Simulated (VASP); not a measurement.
# TiO2 (Anatase) (I4_1/amd) in VASP: a series of runs, part 2 of 2

VASP 6.6.1. Earlier steps stand in the parts before.

### Step 3. Single point, PBE

This run uses another cell than the first one, of 11.66 Å³/atom, 1.027 times its volume.

Contents of INCAR:

```
PREC = Accurate
ENCUT = 520
EDIFF = 1E-7
ISMEAR = -1
SIGMA = 0.05
LREAL = False
LASPH = True
NELM = 100
ALGO = Normal
ISIF = 2
LWAVE = False
LCHARG = False
GGA = PE
NBANDS = 33
```

Contents of KPOINTS:

```
Automatic mesh
0
Gamma
  10 10 10
```

Contents of POSCAR:

```
TiO2
1.0
   -1.8988019918      1.8988019918      4.8524476125
    1.8988019918     -1.8988019918      4.8524476125
    1.8988019918      1.8988019918     -4.8524476125
Ti O
2 4
Direct
    0.7500000000      0.2500000000      0.5000000000
    0.0000000000      0.0000000000      0.0000000000
    0.7936784317      0.7936784317      0.0000000000
    0.5436784317      0.0436784317      0.5000000000
    0.9563215683      0.4563215683      0.5000000000
    0.2063215683      0.2063215683      0.0000000000
```

Potentials or basis: VASP PAW PBE potentials, release 64 (Ti_sv, O).

Launch:

```
$ cat potpaw_PBE.64/Ti_sv/POTCAR potpaw_PBE.64/O/POTCAR > POTCAR
$ mpirun -np 1 vasp_std > vasp.out
```

OUTCAR:

```text
PREC = Accurate
   ENCUT = 520
   EDIFF = 1E-7
   ISMEAR = -1
   LREAL = False
   LASPH = True
   NELM = 100
   ISIF = 2
   GGA = PE

 ion  position               nearest neighbor table
   1  0.750  0.250  0.500-   3 1.95   6 1.95   3 1.95   6 1.95   5 2.00   4 2.00
   2  0.000  0.000  0.000-   4 1.95   5 1.95   4 1.95   5 1.95   3 2.00   6 2.00
   3  0.794  0.794  0.000-   1 1.95   1 1.95   2 2.00
   4  0.544  0.044  0.500-   2 1.95   2 1.95   1 2.00
   5  0.956  0.456  0.500-   2 1.95   2 1.95   1 2.00
   6  0.206  0.206  0.000-   1 1.95   1 1.95   2 2.00

  LATTYP: Found a body centered tetragonal cell.
 ALAT       =     3.7976039836
 C/A-ratio  =     2.5555311367

  Lattice vectors:

 A1 = (  -1.8988019918,   1.8988019918,   4.8524476125)
 A2 = (   1.8988019918,  -1.8988019918,   4.8524476125)
 A3 = (   1.8988019918,   1.8988019918,  -4.8524476125)

Analysis of symmetry for initial positions (statically):
=====================================================================
 Subroutine PRICEL returns:
 Original cell was already a primitive cell.

[... 183 lines left out ...]
 fundamental gap:      2.1187201556
 Fermi energy:         4.2507836367

 k-point     1 :       0.0000    0.0000    0.0000
  band No.  band energies     occupation
      1     -53.3098      2.00000
      2     -53.2588      2.00000
      3     -29.7392      2.00000
      4     -29.5202      2.00000
      5     -29.5202      2.00000
      6     -29.4589      2.00000
[... 853 lines left out ...]
     32       9.4212      0.00000
     33      10.3052      0.00000

 [... further k-points ...]

------------------------ aborting loop because EDIFF is reached ----------------------------------------

  FORCE on cell =-STRESS in cart. coord.  units (eV):
  Direction    XX          YY          ZZ          XY          YZ          ZX
  --------------------------------------------------------------------------------------
  -------------------------------------------------------------------------------------
  Total        0.3183473      0.3183473      0.3592080      0.0000000      0.0000000      0.0000000
  in kB        7.2883883      7.2883883      8.2238736      0.0000000      0.0000000      0.0000000
  external PRESSURE =       7.6002168 kB  Pullay stress =       0.0000000 kB

 VOLUME and BASIS-vectors are now :
 -----------------------------------------------------------------------------
  energy-cutoff  :      520.00
  volume of cell :       69.98
      direct lattice vectors                 reciprocal lattice vectors
    -1.898801992  1.898801992  4.852447612     0.000000000  0.263323929  0.103040783
     1.898801992 -1.898801992  4.852447612     0.263323929  0.000000000  0.103040783
     1.898801992  1.898801992 -4.852447612     0.263323929  0.263323929  0.000000000

 POSITION                                       TOTAL-FORCE (eV/Angst)
 -----------------------------------------------------------------------------------
      0.00000      1.89880      2.42622         0.000000      0.000000      0.000000
      0.00000      0.00000      0.00000         0.000000      0.000000      0.000000
      0.00000      0.00000      7.70257        -0.000000     -0.000000     -0.029467
     -0.00000      1.89880      0.42389        -0.000000     -0.000000     -0.029467
      0.00000      1.89880      4.42855         0.000000      0.000000      0.029467
      0.00000      0.00000      2.00233        -0.000000     -0.000000      0.029467
 -----------------------------------------------------------------------------------
    total drift:                               -0.000000     -0.000000      0.000000

  FREE ENERGIE OF THE ION-ELECTRON SYSTEM (eV)
  ---------------------------------------------------
  free  energy   TOTEN  =       -53.8645951478 eV

  energy  without entropy=      -53.8645951477  energy(sigma->0) =      -53.86459515
```

OSZICAR:

```text
N       E                     dE             d eps       ncg     rms          rms(c)
DAV:   1     0.657268718134E+03    0.65727E+03   -0.24216E+04  6732   0.168E+03
DAV:   2     0.286816282199E+02   -0.62859E+03   -0.58164E+03  7429   0.503E+02
DAV:   3    -0.663872440971E+02   -0.95069E+02   -0.93581E+02  9156   0.189E+02
DAV:   4    -0.711427718738E+02   -0.47555E+01   -0.47451E+01 10223   0.410E+01
DAV:   5    -0.713270715353E+02   -0.18430E+00   -0.18427E+00  8612   0.622E+00    0.314E+01
DAV:   6    -0.540899730442E+02    0.17237E+02   -0.80430E+01  9408   0.881E+01    0.113E+01
DAV:   7    -0.541295307420E+02   -0.39558E-01   -0.15577E+01  8923   0.333E+01    0.921E+00
DAV:   8    -0.539747881296E+02    0.15474E+00   -0.51619E-01  8568   0.588E+00    0.683E+00
DAV:   9    -0.539529403890E+02    0.21848E-01   -0.10474E+00  9317   0.117E+01    0.281E+00
DAV:  10    -0.538791093252E+02    0.73831E-01   -0.55347E-01  9289   0.708E+00    0.102E+00
DAV:  11    -0.538657520266E+02    0.13357E-01   -0.51675E-02  9015   0.166E+00    0.529E-01
DAV:  12    -0.538651125727E+02    0.63945E-03   -0.10198E-02  8166   0.112E+00    0.190E-01
DAV:  13    -0.538646035112E+02    0.50906E-03   -0.15351E-03  9204   0.389E-01    0.303E-02
DAV:  14    -0.538645923248E+02    0.11186E-04   -0.17155E-04  9060   0.122E-01    0.222E-02
DAV:  15    -0.538645948609E+02   -0.25361E-05   -0.67788E-05  8173   0.511E-02    0.671E-03
DAV:  16    -0.538645952309E+02   -0.37002E-06   -0.40805E-06  9177   0.126E-02    0.322E-03
DAV:  17    -0.538645951478E+02    0.83132E-07   -0.68753E-07  8170   0.634E-03
   1 F= -.53864595E+02 E0= -.53864595E+02  d E =-.315337E-10
```

Run time: 7.5 min. Hardware: 1 thread of Intel Xeon 6975P-C, shared host; peak memory 0.38 GiB.

What came out:

```
Free energy            : -53.8646 eV
Pressure               : 0.8 GPa
Largest force          : 0.029 eV/Å
Band gap on the k mesh : 2.12 eV, indirect (least direct gap 2.41 eV)
```

Forces in eV/Å, atoms in the order of the input:
```
Ti   0.000  0.000  0.000
Ti   0.000  0.000  0.000
O    0.000  0.000 -0.029
O    0.000  0.000 -0.029
O    0.000  0.000  0.029
O    0.000  0.000  0.029
```

Levels at points of the mesh, in eV from the valence-band top:
```
           k point  band 21  band 22  band 23  band 24  band 25  band 26  band 27  band 28
(0.00, 0.00, 0.00)    -0.79    -0.78    -0.41    -0.41     2.12     2.78     3.98     3.98
(0.50, 0.00, 0.00)    -1.87    -0.87    -0.84    -0.63     3.19     3.47     3.52     3.53
(0.50, 0.50, 0.00)    -1.97    -1.97    -0.04    -0.04     3.22     3.22     3.69     3.69
(0.50, 0.50, 0.50)    -1.23    -1.23    -0.09    -0.09     2.44     2.44     3.70     3.70
```

A k mesh can miss the band edges.

### Step 4. Single point, PBE

This run uses another cell than the first one, of 11.67 Å³/atom, 1.027 times its volume.

Contents of INCAR:

```
SYSTEM = TiO2
PREC = Accurate ; ENCUT = 520
EDIFF = 1E-6 ; ISMEAR = -1
SIGMA = 0.05 ; LREAL = .False.
LASPH = .True. ; NELM = 80
ALGO = Normal ; ISIF = 2
LWAVE = .False. ; LCHARG = .True.
GGA = PE ; LELF = .True.
LVHAR = .True. ; NBANDS = 33
```

Contents of KPOINTS:

```
Automatic mesh
0
Gamma
  10 10 10
  0 0 0
```

Contents of POSCAR:

```
TiO2
1.0
   -1.8999670146      1.8999670146      4.8473977509
    1.8999670146     -1.8999670146      4.8473977509
    1.8999670146      1.8999670146     -4.8473977509
Ti O
2 4
Direct
    0.7500000000      0.2500000000      0.5000000000
    0.0000000000      0.0000000000      0.0000000000
    0.7934128559      0.7934128559      0.0000000000
    0.5434128559      0.0434128559      0.5000000000
    0.9565871441      0.4565871441      0.5000000000
    0.2065871441      0.2065871441      0.0000000000
```

Launch:

```
$ cat potpaw_PBE.64/Ti_sv/POTCAR potpaw_PBE.64/O/POTCAR > POTCAR
$ mpirun -np 1 vasp_std > vasp.out
```

Run time: 7.4 min. Hardware: 1 thread of Intel Xeon 6975P-C, shared host; peak memory 0.38 GiB.

Results (log left out):

```yaml
Free_energy: -53.8648 eV
Pressure: 0.6 GPa
Largest_force: 0.010 eV/Å
Band_gap_on_the_k_mesh: 2.11 eV, indirect (least direct gap 2.41 eV)
```

Forces in eV/Å, atoms in the order of the input:
```
Ti   0.000  0.000  0.000
Ti   0.000  0.000  0.000
O    0.000  0.000 -0.010
O    0.000  0.000 -0.010
O    0.000  0.000  0.010
O    0.000  0.000  0.010
```

Levels at points of the mesh, in eV from the valence-band top:
```csv
k point,band 22,band 23,band 24,band 25,band 26,band 27
"(0.00, 0.00, 0.00)",-0.78,-0.41,-0.41,2.11,2.78,3.96
"(0.50, 0.00, 0.00)",-0.88,-0.84,-0.63,3.18,3.46,3.51
"(0.50, 0.50, 0.00)",-1.98,-0.04,-0.04,3.21,3.21,3.68
"(0.50, 0.50, 0.50)",-1.23,-0.10,-0.10,2.43,2.43,3.69
```

A k mesh can miss the band edges. Expect the measured gap to be larger: semilocal functionals such as PBE lack the derivative discontinuity.

### Step 5. Single point, PBE

This run uses another cell than the first one, of 11.66 Å³/atom, 1.027 times its volume.

Contents of INCAR:

```
SYSTEM = TiO2
PREC     = Accurate       ! precision mode
ENCUT    = 520            ! plane-wave cutoff, eV
EDIFF    = 1E-7           ! SCF threshold, eV
ISMEAR   = -1             ! smearing method
SIGMA    = 0.05           ! smearing width, eV
LREAL    = .False.        ! projectors in reciprocal space
LASPH    = .True.         ! aspherical terms in the spheres
NELM     = 80             ! most SCF steps
ALGO     = Normal         ! electronic algorithm
ISIF     = 2              ! what is computed and relaxed
LWAVE    = .False.        ! write WAVECAR
LCHARG   = .False.        ! write CHGCAR
GGA      = PE             ! functional
NBANDS   = 33             ! bands
```

KPOINTS is that of step 4.

Contents of POSCAR:

```
TiO2
1.0
   -1.8992177977      1.8992177977      4.8493070692
    1.8992177977     -1.8992177977      4.8493070692
    1.8992177977      1.8992177977     -4.8493070692
Ti O
2 4
Direct
    0.7500000000      0.2500000000      0.5000000000
    0.0000000000      0.0000000000      0.0000000000
    0.7935454604      0.7935454604      0.0000000000
    0.5435454604      0.0435454604      0.5000000000
    0.9564545396      0.4564545396      0.5000000000
    0.2064545396      0.2064545396      0.0000000000
```

Launch:

```
$ cat potpaw_PBE.64/Ti_sv/POTCAR potpaw_PBE.64/O/POTCAR > POTCAR
$ mpirun -np 1 vasp_std > vasp.out
```

Wall time 9.6 min (1 thread of Intel Xeon 6975P-C, shared host); peak memory 0.38 GiB.

It converged, with:

```
Free energy            : -53.8646 eV
Pressure               : 0.8 GPa
Largest force          : 0.022 eV/Å
Band gap on the k mesh : 2.11 eV, indirect (least direct gap 2.41 eV)
```

Forces in eV/Å, atoms in the order of the input:
```
Ti   0.000  0.000  0.000
Ti   0.000  0.000  0.000
O    0.000  0.000 -0.022
O    0.000  0.000 -0.022
O    0.000  0.000  0.022
O    0.000  0.000  0.022
```

Stress tensor (GPa, compression positive):
```
0.73 0.00 0.00
0.00 0.73 0.00
0.00 0.00 0.81
```

Levels at points of the mesh, in eV from the valence-band top:
| k point | band 22 | band 23 | band 24 | band 25 | band 26 | band 27 |
| --- | --- | --- | --- | --- | --- | --- |
| (0.00, 0.00, 0.00) | -0.78 | -0.41 | -0.41 | 2.11 | 2.78 | 3.97 |
| (0.50, 0.00, 0.00) | -0.87 | -0.84 | -0.63 | 3.19 | 3.46 | 3.52 |
| (0.50, 0.50, 0.00) | -1.97 | -0.04 | -0.04 | 3.22 | 3.22 | 3.69 |
| (0.50, 0.50, 0.50) | -1.23 | -0.09 | -0.09 | 2.44 | 2.44 | 3.70 |

A k mesh can miss the band edges.

### Step 6. The runs side by side

```tsv
task	level	potentials or basis	cell	k mesh	cutoff (eV)	gap on the mesh (eV)	pressure (GPa)	largest force (eV/Å)
relaxation of cell and atoms	LDA	VASP PAW LDA potentials, release 64 (Ti_sv, O)	relaxed from a = 5.458 Å, angles 139.4, 139.4, 58.7°, 6 atoms	8 × 8 × 8	600	2.09	0.1	-
single point	PBE	VASP PAW PBE potentials, release 64 (Ti_sv, O)	a = 5.546 Å, angles 140.0, 140.0, 57.9°, 6 atoms	10 × 10 × 10	520	2.12	0.8	0.03
single point	PBE	VASP PAW PBE potentials, release 64 (Ti_sv, O)	a = 5.542 Å, angles 139.9, 139.9, 58.0°, 6 atoms	10 × 10 × 10	520	2.11	0.6	0.01
single point	PBE	VASP PAW PBE potentials, release 64 (Ti_sv, O)	a = 5.543 Å, angles 139.9, 139.9, 58.0°, 6 atoms	10 × 10 × 10	520	2.11	0.8	0.02
```

Alike in all rows: no spin polarisation; smearing fermi-dirac 0.05 eV.

Absolute energies hang on the potentials; compare differences alone.
